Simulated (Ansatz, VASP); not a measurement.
**HPt6 in VASP and in Ansatz**

INCAR

```
PREC = Accurate
ENCUT = 520
EDIFF = 1E-6
ISMEAR = 0
SIGMA = 0.1
LREAL = False
LASPH = True
NELM = 80
ALGO = Normal
ISIF = 2
LWAVE = False
LCHARG = True
LDIPOL = True
IDIPOL = 3
DIPOL = 0.5 0.5 0.312
GGA = PE
LELF = True
LVHAR = True
LVACPOTAV = True
NBANDS = 74
```

The input KPOINTS:

```
regular mesh
0
Gamma
  6 6 1
```

POSCAR

```
HPt6
1.0
    5.6143281343      0.0000000000      0.0000000000
   -2.8071640672      4.8621507895      0.0000000000
    0.0000000000      0.0000000000     22.6192653717
Pt H
12 2
Direct
    0.3333333333      0.1666666667      0.1768404028
    0.3333333333      0.6666666667      0.1768404028
    0.8333333333      0.1666666667      0.1768404028
    0.8333333333      0.6666666667      0.1768404028
    0.1666666667      0.3333333333      0.2789526245
    0.1666666667      0.8333333333      0.2789526245
    0.6666666667      0.3333333333      0.2789526245
    0.6666666667      0.8333333333      0.2789526245
    0.0000000000      0.0000000000      0.3810585901
    0.0000000000      0.5000000000      0.3810585901
    0.5000000000      0.0000000000      0.3810585901
    0.5000000000      0.5000000000      0.3810585901
    0.2114368192      0.4228736384      0.5136888922
    0.2885631808      0.5771263616      0.5136888922
```

Input for Ansatz:

```yaml
crystal:
  lattice:
    - [5.6143281343, 0.0, 0.0]
    - [-2.8071640672, 4.8621507895, 0.0]
    - [0.0, 0.0, 22.6192653717]
  atoms:
    - { symbol: Pt, position: [0.3333333333, 0.1666666667, 0.1768404028] }
    - { symbol: Pt, position: [0.3333333333, 0.6666666667, 0.1768404028] }
    - { symbol: Pt, position: [0.8333333333, 0.1666666667, 0.1768404028] }
    - { symbol: Pt, position: [0.8333333333, 0.6666666667, 0.1768404028] }
    - { symbol: Pt, position: [0.1666666667, 0.3333333333, 0.2789526245] }
    - { symbol: Pt, position: [0.1666666667, 0.8333333333, 0.2789526245] }
    - { symbol: Pt, position: [0.6666666667, 0.3333333333, 0.2789526245] }
    - { symbol: Pt, position: [0.6666666667, 0.8333333333, 0.2789526245] }
    - { symbol: Pt, position: [0.0, 0.0, 0.3810585901] }
    - { symbol: Pt, position: [0.0, 0.5, 0.3810585901] }
    - { symbol: Pt, position: [0.5, 0.0, 0.3810585901] }
    - { symbol: Pt, position: [0.5, 0.5, 0.3810585901] }
    - { symbol: H, position: [0.2114368192, 0.4228736384, 0.5136888922] }
    - { symbol: H, position: [0.2885631808, 0.5771263616, 0.5136888922] }
basis:
  ecutwfc: 420
kpoints:
  mp_grid: { grid: [6, 6, 1] }
hamiltonian:
  xc: pbe
  pseudopotentials: { kind: paw, azcp: { folder: soft_1 } }
scf:
  occupations: { method: gaussian, width: 0.1 }
output:
  forces: true
  eigenvalues: true
  write_density: true
  write_potential: true
  elf: true
  volumetric_format: npy
efield:
  axis: 3
  dipole_correction: true
  ramp_width: 0.04
```

Alike in both runs: task single point; functional PBE; k mesh 6 × 6 × 1; occupations gaussian, width 0.1 eV; no spin polarisation.

|  | VASP | Ansatz |
| --- | --- | --- |
| version | VASP 6.6.1 | Ansatz 0.2.0 |
| potentials or method | VASP PAW PBE potentials, release 64 (Pt, H), cutoff 520 eV | scalar-relativistic, plane waves, PAW |
| valence electrons in the cell | 122 | 218 |

|  | VASP | Ansatz | Ansatz less VASP |
| --- | --- | --- | --- |
| gap on the k mesh at the Fermi level (eV) | none | none | - |
| rms of the force components (eV/Å) | 0.019 | 0.021 | +0.0017 |
| work function, face that differs most (eV) | 5.67 | 5.67 | 0.000 |

Atom by atom the forces differ by 0.010 eV/Å (rms over components). A gap of «none» marks a metal or a gap that the smearing closes. With one functional, cell and mesh, what is left measures potentials, basis and numerics. VASP's potentials hold 122 valence electrons a cell and Ansatz's 218, so a difference there can come from the potentials and not from the codes. Ansatz's warnings: xc potential rough in thin density.

Spin-orbit coupling is off throughout.
